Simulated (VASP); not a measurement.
# SiNi (Pmmn) in VASP: notebook

Runs on SiNi. Level: LDA. Tasks: single point, relaxation of cell and atoms.

Program: VASP 6.6.1. These are calculated values, not measurements. Logs are shortened: lines on timing, memory, paths and dates and some standing lists are left out, and cuts for length are marked.

### 1 The cell of the first run

The structure is orthorhombic, space group Pmmn (No. 59). Conventional cell: a = 2.915 Å, b = 3.257 Å, c = 4.640 Å, α = 90.00°, β = 90.00°, γ = 90.00°. Within 3.1 Å of Si (site symmetry mm2) lie 6 Ni at 2.31 to 2.35 Å and 6 Si at 2.64 to 2.91 Å. Ni (site symmetry mm2) has 6 Si at 2.31 to 2.35 Å and 6 Ni at 2.63 to 2.91 Å within 3.1 Å.

### 2 Single point, LDA

The input, INCAR:

```
PREC = Accurate ; ENCUT = 520
EDIFF = 1E-6 ; ISMEAR = -1
SIGMA = 0.05 ; LREAL = F
LASPH = T ; NELM = 100
ALGO = Normal ; ISIF = 2
LWAVE = F ; LCHARG = F
NBANDS = 22
```

The input, KPOINTS:

```
Automatic mesh
0
Gamma
  11 10 7
```

The input, POSCAR:

```
SiNi
1.0
    2.9147077519      0.0000000000      0.0000000000
    0.0000000000      3.2566494819      0.0000000000
    0.0000000000      0.0000000000      4.6400071295
Si Ni
2 2
Direct
    0.0000000000      0.0000000000      0.1590255150
    0.5000000000      0.5000000000      0.8409744850
    0.0000000000      0.0000000000      0.6572403216
    0.5000000000      0.5000000000      0.3427596784
```

Potentials or basis: VASP PAW LDA potentials, release 64 (Si, Ni).

Command:

```bash
$ cat potpaw_LDA.64/Si/POTCAR potpaw_LDA.64/Ni/POTCAR > POTCAR
$ mpirun -np 1 vasp_std > vasp.out
```

OUTCAR:

```text
PREC = Accurate
   ENCUT = 520
   EDIFF = 1E-6
   ISMEAR = -1
   LREAL = F
   LASPH = T
   NELM = 100
   ISIF = 2

 ion  position               nearest neighbor table
   1  0.000  0.000  0.159-   3 2.31   3 2.33   4 2.35   4 2.35   4 2.35   4 2.35   2 2.64   2 2.64
                             2 2.64   2 2.64
   2  0.500  0.500  0.841-   4 2.31   4 2.33   3 2.35   3 2.35   3 2.35   3 2.35   1 2.64   1 2.64
                             1 2.64   1 2.64
   3  0.000  0.000  0.657-   1 2.31   1 2.33   2 2.35   2 2.35   2 2.35   2 2.35   4 2.63   4 2.63
                             4 2.63   4 2.63
   4  0.500  0.500  0.343-   2 2.31   2 2.33   1 2.35   1 2.35   1 2.35   1 2.35   3 2.63   3 2.63
                             3 2.63   3 2.63

  LATTYP: Found a simple orthorhombic cell.
 ALAT       =     2.9147077519
 B/A-ratio  =     1.1173159572
 C/A-ratio  =     1.5919287711

  Lattice vectors:

 A1 = (   2.9147077519,   0.0000000000,   0.0000000000)
 A2 = (   0.0000000000,   3.2566494819,   0.0000000000)
 A3 = (   0.0000000000,   0.0000000000,   4.6400071295)

Analysis of symmetry for initial positions (statically):
=====================================================================
 Subroutine PRICEL returns:
 Original cell was already a primitive cell.

 Routine SETGRP: Setting up the symmetry group for a
 simple orthorhombic supercell.

 Subroutine GETGRP returns: Found  8 space group operations
 (whereof  4 operations were pure point group operations)
 out of a pool of  8 trial point group operations.

The static configuration has the point symmetry C_2v.
 The point group associated with its full space group is D_2h.

Analysis of symmetry for dynamics (positions and initial velocities):
=====================================================================
 Subroutine PRICEL returns:
 Original cell was already a primitive cell.

 Routine SETGRP: Setting up the symmetry group for a
 simple orthorhombic supercell.

 Subroutine GETGRP returns: Found  8 space group operations
 (whereof  4 operations were pure point group operations)
 out of a pool of  8 trial point group operations.

The dynamic configuration has the point symmetry C_2v.
 The point group associated with its full space group is D_2h.

 Subroutine INISYM returns: Found  8 space group operations
 (whereof  4 operations are pure point group operations),
 and found     1 'primitive' translations

----------------------------------------------------------------------------------------

                                     Primitive cell

  volume of cell :      44.0438

  direct lattice vectors                    reciprocal lattice vectors
     2.914707752  0.000000000  0.000000000     0.343087570  0.000000000  0.000000000
     0.000000000  3.256649482  0.000000000     0.000000000  0.307064056  0.000000000
     0.000000000  0.000000000  4.640007129     0.000000000  0.000000000  0.215516910

  length of vectors
     2.914707752  3.256649482  4.640007129     0.343087570  0.307064056  0.215516910

  position of ions in fractional coordinates (direct lattice)
     0.000000000  0.000000000  0.159025515
     0.500000000  0.500000000  0.840974485
     0.000000000  0.000000000  0.657240322
     0.500000000  0.500000000  0.342759678

  ion indices of the primitive-cell ions
   primitive index   ion index
                 1           1
                 2           2
                 3           3
                 4           4

----------------------------------------------------------------------------------------

 KPOINTS: Automatic mesh

Automatic generation of k-mesh.
 Grid dimensions read from file:
 generate k-points for:   11   10    7

 Generating k-lattice:

  Cartesian coordinates                     Fractional coordinates (reciprocal lattice)
     0.031189779  0.000000000  0.000000000     0.090909091  0.000000000  0.000000000
     0.000000000  0.030706406  0.000000000     0.000000000  0.100000000  0.000000000
     0.000000000  0.000000000  0.030788130     0.000000000  0.000000000  0.142857143

  Length of vectors
     0.031189779  0.030706406  0.030788130

  Shift w.r.t. Gamma in fractional coordinates (k-lattice)
     0.000000000  0.000000000  0.000000000

 Subroutine IBZKPT returns following result:
 ===========================================

 Found    144 irreducible k-points:

 Following reciprocal coordinates:
            Coordinates               Weight
  0.000000  0.000000  0.000000      1.000000
  0.090909  0.000000  0.000000      2.000000
  0.181818  0.000000  0.000000      2.000000
  0.272727  0.000000  0.000000      2.000000
  0.363636  0.000000  0.000000      2.000000
  0.454545  0.000000  0.000000      2.000000
[... 16 lines left out ...]
  0.363636  0.300000  0.000000      4.000000
  0.454545  0.300000  0.000000      4.000000
 [... further k-points ...]
   k-points           NKPTS =    144   k-points in BZ     NKDIM =    144   number of bands    NBANDS=     22
   number of dos      NEDOS =    301   number of ions     NIONS =      4
   total plane-waves  NPLWV =  20736
   dimension x,y,z NGX =    24 NGY =   24 NGZ =   36
   dimension x,y,z NGXF=    48 NGYF=   48 NGZF=   72
   ions per type =               2   2
   NGX,Y,Z   is equivalent  to a cutoff of  13.69, 12.25, 12.90 a.u.
   NGXF,Y,Z  is equivalent  to a cutoff of  27.38, 24.50, 25.80 a.u.
 SYSTEM =  unknown system
   PREC   = accura    normal or accurate (medium, high low for compatibility)
   ISTART =      0    job   : 0-new  1-cont  2-samecut
   ICHARG =      2    charge: 1-file 2-atom 10-const
   ISPIN  =      1    spin polarized calculation?
   LNONCOLLINEAR =      F non collinear calculations
   LSORBIT =      F    spin-orbit coupling
   LASPH  =      T    aspherical Exc in radial PAW
   ENCUT  =  520.0 eV  38.22 Ry    6.18 a.u.   5.42  6.06  8.63*2*pi/ulx,y,z
   NELM   =    100;   NELMIN=  2; NELMDL= -5     # of ELM steps
   EDIFF  = 0.1E-05   stopping-criterion for ELM
   LREAL  =      F    real-space projection
   EDIFFG = 0.1E-04   stopping-criterion for IOM
   NSW    =      0    number of steps for IOM
   IBRION =     -1    ionic relax: 0-MD 1-quasi-New 2-CG
   NFREE  =      0    steps in history (QN), initial steepest desc. (CG)
   ISIF   =      2    stress and relaxation
   ISYM   =      2    0-nonsym 1-usesym 2-fastsym
   POTIM  = 0.5000    time-step for ionic-motion
   TEBEG  =    0.0;   TEEND  =   0.0 temperature during run
   PSTRESS=    0.0 pullay stress
   NELECT =      28.0000    total number of electrons
   NUPDOWN=      -1.0000    fix difference up-down
   EMIN   =  10.00;   EMAX   =-10.00  energy-range for DOS
   EFERMI =   0.00;   METHOD = LEGACY
   ISMEAR =    -1;   SIGMA  =   0.05  broadening in eV -4-tet -1-fermi 0-gaus
   EFERMI_NEDOS =   21; number of points for ismear=-14 and -15
   IALGO  =     38    algorithm
   IMIX   =      4    mixing-type and parameters
     AMIX     =   0.40;   BMIX     =  1.00
     AMIX_MAG =   1.60;   BMIX_MAG =  1.00
  volume/ion in A,a.u.               =      11.01        74.31
  Fermi-wavevector in a.u.,A,eV,Ry     =   1.407665  2.660101 26.960223  1.981520
  Thomas-Fermi vector in A             =   2.529901
   LORBIT       =      0    0 simple, 1 ext, 2 COOP (PROOUT), +10 PAW based schemes
   GGA     = CA    functional components
   LHFCALC =     F    Hartree Fock is set to
   AEXX    =    0.0000 exact exchange contribution
   IVDW    =     0    specifies the selected vdW correction
   LEPSILON=     F    determine dielectric tensor
   LRPA    =     F    only Hartree local field effects (RPA)
 non-spin polarized calculation
  energy-cutoff  :      520.00
  volume of cell :       44.04
 maximum number of plane-waves:      1208
 NGX is ok and might be reduce to    24
   NGX = 11   NGY = 13   NGZ = 17

 number of electron      28.0000007 magnetization

 Free energy of the ion-electron system (eV)
  ---------------------------------------------------
  ext. energy  EPLUGINS =         0.00000000
  ---------------------------------------------------
  free energy    TOTEN  =       -27.31445442 eV

  energy without entropy =      -27.30440753  energy(sigma->0) =      -27.30943097

 E-fermi :  11.9412     XC(G=0): -12.9344

 val. band max:       11.9361681483   @ k =   0.1818   0.2000   0.0000
 cond. band min:      11.9787866343   @ k =   0.3636   0.2000   0.0000
 fundamental gap:      0.0426184861
 Fermi energy:        11.9411822303

 k-point     1 :       0.0000    0.0000    0.0000
  band No.  band energies     occupation
      1      -2.2855      2.00000
      2       3.5423      2.00000
      3       5.1847      2.00000
      4       7.5032      2.00000
      5       8.0536      2.00000
      6       8.8670      2.00000
[... 14 lines left out ...]
     21      19.9599      0.00000
     22      21.0516      0.00000

 k-point     2 :       0.0909    0.0000    0.0000
  band No.  band energies     occupation
      1      -2.1436      2.00000
      2       3.6501      2.00000
      3       5.2956      2.00000
      4       7.4800      2.00000
      5       8.1070      2.00000
      6       8.6979      2.00000
[... 14 lines left out ...]
     21      20.1154      0.00000
     22      21.1620      0.00000

 k-point     3 :       0.1818    0.0000    0.0000
  band No.  band energies     occupation
      1      -1.7201      2.00000
      2       3.9521      2.00000
      3       5.6148      2.00000
      4       7.1687      2.00000
      5       8.2527      2.00000
      6       8.3936      2.00000
[... 14 lines left out ...]
     21      21.3733      0.00000
     22      21.5472      0.00000

 k-point     4 :       0.2727    0.0000    0.0000
  band No.  band energies     occupation
      1      -1.0228      2.00000
      2       4.3140      2.00000
      3       6.0922      2.00000
      4       6.2019      2.00000
      5       8.1273      2.00000
      6       8.3361      2.00000
[... 14 lines left out ...]
     21      21.3322      0.00000
     22      21.6467      0.00000

 k-point     5 :       0.3636    0.0000    0.0000
  band No.  band energies     occupation
      1      -0.0651      2.00000
      2       3.8797      2.00000
      3       5.7549      2.00000
      4       6.5941      2.00000
      5       7.9410      2.00000
      6       8.0877      2.00000
[... 14 lines left out ...]
     21      20.3992      0.00000
     22      21.9230      0.00000

 k-point     6 :       0.4545    0.0000    0.0000
  band No.  band energies     occupation
      1       1.1286      2.00000
      2       2.5067      2.00000
      3       6.2966      2.00000
      4       6.7596      2.00000
      5       7.8631      2.00000
      6       7.9108      2.00000
[... 14 lines left out ...]
     21      21.1731      0.00000
     22      22.1406      0.00000

 k-point     7 :       0.0000    0.1000    0.0000
  band No.  band energies     occupation
      1      -2.1486      2.00000
      2       3.6074      2.00000
      3       5.2935      2.00000
      4       7.2238      2.00000
      5       8.0205      2.00000
      6       8.8409      2.00000
[... 324 lines left out ...]
      6       8.0199      2.00000
[... 14 lines left out ...]
     21      21.1626      0.00000
     22      21.9343      0.00000

 k-point    21 :       0.1818    0.3000    0.0000
  band No.  band energies     occupation
      1      -0.5291      2.00000
      2       3.7147      2.00000
      3       6.0922      2.00000
      4       6.4449      2.00000
      5       7.8041      2.00000
      6       7.8062      2.00000
[... 14 lines left out ...]
     21      21.4767      0.00000
     22      22.6787      0.00000

 k-point    22 :       0.2727    0.3000    0.0000
  band No.  band energies     occupation
      1       0.1355      2.00000
      2       4.1127      2.00000
      3       6.1991      2.00000
      4       6.7721      2.00000
      5       7.3457      2.00000
      6       7.5930      2.00000
[... 14 lines left out ...]
     21      20.9815      0.00000
     22      22.5069      0.00000

 k-point    23 :       0.3636    0.3000    0.0000
  band No.  band energies     occupation
      1       1.0408      2.00000
      2       4.2599      2.00000
      3       5.6961      2.00000
      4       6.8599      2.00000
      5       7.4181      2.00000
      6       7.4916      2.00000
[... 14 lines left out ...]
     21      19.5099      0.00000
     22      20.6381      0.00000

 k-point    24 :       0.4545    0.3000    0.0000
  band No.  band energies     occupation
      1       2.1495      2.00000
      2       3.3654      2.00000
      3       5.9340      2.00000
      4       6.4893      2.00000
      5       7.5202      2.00000
      6       7.5227      2.00000
[... 14 lines left out ...]
     21      18.2542      0.00000
     22      19.0373      0.00000

 [... further k-points ...]
[... 5 lines left out ...]
  --------------------------------------------------------------------------------------
  -------------------------------------------------------------------------------------
  Total        0.0755531      0.1048313      0.2000894      0.0000000      0.0000000      0.0000000
  in kB        2.7483873      3.8134386      7.2786340      0.0000000      0.0000000      0.0000000
  external PRESSURE =       4.6134867 kB  Pullay stress =       0.0000000 kB

 VOLUME and BASIS-vectors are now :
 -----------------------------------------------------------------------------
  energy-cutoff  :      520.00
  volume of cell :       44.04
      direct lattice vectors                 reciprocal lattice vectors
     2.914707752  0.000000000  0.000000000     0.343087570  0.000000000  0.000000000
     0.000000000  3.256649482  0.000000000     0.000000000  0.307064056  0.000000000
     0.000000000  0.000000000  4.640007129     0.000000000  0.000000000  0.215516910

 POSITION                                       TOTAL-FORCE (eV/Angst)
 -----------------------------------------------------------------------------------
      0.00000      0.00000      0.73788         0.000000      0.000000     -0.007757
      1.45735      1.62832      3.90213         0.000000      0.000000      0.007757
      0.00000      0.00000      3.04960         0.000000      0.000000     -0.018894
      1.45735      1.62832      1.59041         0.000000      0.000000      0.018894
 -----------------------------------------------------------------------------------
    total drift:                                0.000000      0.000000      0.000000

  FREE ENERGIE OF THE ION-ELECTRON SYSTEM (eV)
  ---------------------------------------------------
  free  energy   TOTEN  =       -27.3144544167 eV

  energy  without entropy=      -27.3044075312  energy(sigma->0) =      -27.30943097
```

It took 4.1 min on 1 thread of AMD EPYC 7R13, shared host; peak memory 0.2 GiB.

What came out:

```yaml
Free_energy: -27.3145 eV
Pressure: 0.5 GPa
Largest_force: 0.019 eV/Å
Band_gap_on_the_k_mesh: zero (band 14 reaches 13.51 eV, above the bottom of band 15 at 11.59 eV)
```

Forces in eV/Å, atoms in the order of the input:
```
Si   0.000  0.000 -0.008
Si   0.000  0.000  0.008
Ni   0.000  0.000 -0.019
Ni   0.000  0.000  0.019
```

Stress tensor (GPa, compression positive):
```
0.27 0.00 0.00
0.00 0.38 0.00
0.00 0.00 0.73
```

Levels at points of the mesh, in eV from the Fermi level:
```
           k point  band 12  band 13  band 14  band 15  band 16  band 17
(0.00, 0.00, 0.00)    -2.12    -2.07    -1.34     1.40     2.90     5.31
(0.00, 0.50, 0.00)    -2.32    -2.26    -2.26     1.25     1.25     5.22
```

### 3 Relaxation of cell and atoms, LDA

This run uses another cell than the first one, of 10.95 Å³/atom, 0.994 times its volume.

The input, INCAR:

```
PREC = Accurate ; ENCUT = 600
EDIFF = 1E-7 ; ISMEAR = -1
SIGMA = 0.05 ; LREAL = F
LASPH = T ; NELM = 80
ALGO = Normal ; ISIF = 3
LWAVE = F ; LCHARG = F
IBRION = 2 ; NSW = 100
EDIFFG = -0.005
```

The input, KPOINTS:

```
regular mesh
0
Gamma
  11 10 7
```

The input, POSCAR:

```
SiNi
1.0
    2.9130436714      0.0000000000      0.0000000000
    0.0000000000      3.2471886730      0.0000000000
    0.0000000000      0.0000000000      4.6301965926
Si Ni
2 2
Direct
    0.0000000000      0.0000000000      0.1568568400
    0.5000000000      0.5000000000      0.8431431600
    0.0000000000      0.0000000000      0.6575044100
    0.5000000000      0.5000000000      0.3424955900
```

Potentials or basis: VASP PAW LDA potentials, release 64 (Si, Ni).

Command:

```bash
$ cat potpaw_LDA.64/Si/POTCAR potpaw_LDA.64/Ni/POTCAR > POTCAR
$ mpirun -np 1 vasp_std > vasp.out
```

It took 21 min on 1 thread of AMD EPYC 7R13, shared host; peak memory 0.22 GiB.

The run converged. Its results:

```yaml
Free_energy: -27.3147 eV
Relaxed_volume: 11.03 Å³/atom
Relaxed_cell: a = 2.916 Å, b = 3.256 Å, c = 4.645 Å, α = 90.00°, β = 90.00°, γ = 90.00°
Space_group_after_relaxing_to_0.05_Å: Pmmn (No. 59)
Energy_gained_by_relaxing: 0.8 meV/atom
Ionic_steps: 8
Pressure_after_relaxing: 0.0 GPa
Largest_force_after_relaxing: 0.004 eV/Å
Band_gap_on_the_k_mesh: zero (band 14 reaches 13.47 eV, above the bottom of band 15 at 11.56 eV)
```

Forces on the atoms (eV/Å):
```
Si   0.000  0.000 -0.002
Si   0.000  0.000  0.002
Ni   0.000  0.000 -0.004
Ni   0.000  0.000  0.004
```

Step by step:
```
step  energy change (eV)  largest force (eV/Å)  pressure (GPa)  volume (Å³)
   1              0.0000                0.1646            1.48        43.80
   2             -0.0013                0.0565           -1.66        44.44
   3             -0.0028                0.0918           -0.37        44.17
   4             -0.0033                0.0196            0.06        44.09
   5             -0.0033                0.0171            0.03        44.10
   6             -0.0033                0.0087            0.00        44.11
   7             -0.0033                0.0025           -0.03        44.12
   8             -0.0033                0.0036            0.00        44.11
```

Final structure:
```cif
data_structure
_symmetry_space_group_name_H-M 'P 1'
_symmetry_Int_Tables_number 1
_cell_length_a 2.9158
_cell_length_b 3.2564
_cell_length_c 4.6455
_cell_angle_alpha 90.000
_cell_angle_beta 90.000
_cell_angle_gamma 90.000
_cell_volume 44.11
loop_
_atom_site_label
_atom_site_type_symbol
_atom_site_fract_x
_atom_site_fract_y
_atom_site_fract_z
_atom_site_occupancy
Si1 Si 0.00000 0.00000 0.15899 1
Si2 Si 0.50000 0.50000 0.84101 1
Ni1 Ni 0.00000 0.00000 0.65713 1
Ni2 Ni 0.50000 0.50000 0.34287 1
```

Levels at points of the mesh, in eV from the Fermi level:
| k point | band 10 | band 11 | band 12 | band 13 | band 14 | band 15 | band 16 | band 17 | band 18 |
| --- | --- | --- | --- | --- | --- | --- | --- | --- | --- |
| (0.00, 0.00, 0.00) | -2.79 | -2.39 | -2.11 | -2.06 | -1.33 | 1.40 | 2.90 | 5.31 | 5.81 |
| (0.00, 0.50, 0.00) | -2.84 | -2.31 | -2.31 | -2.25 | -2.25 | 1.24 | 1.24 | 5.21 | 5.21 |

Spin polarisation is off, so any magnetic state and its effect on volume and gap are missing.
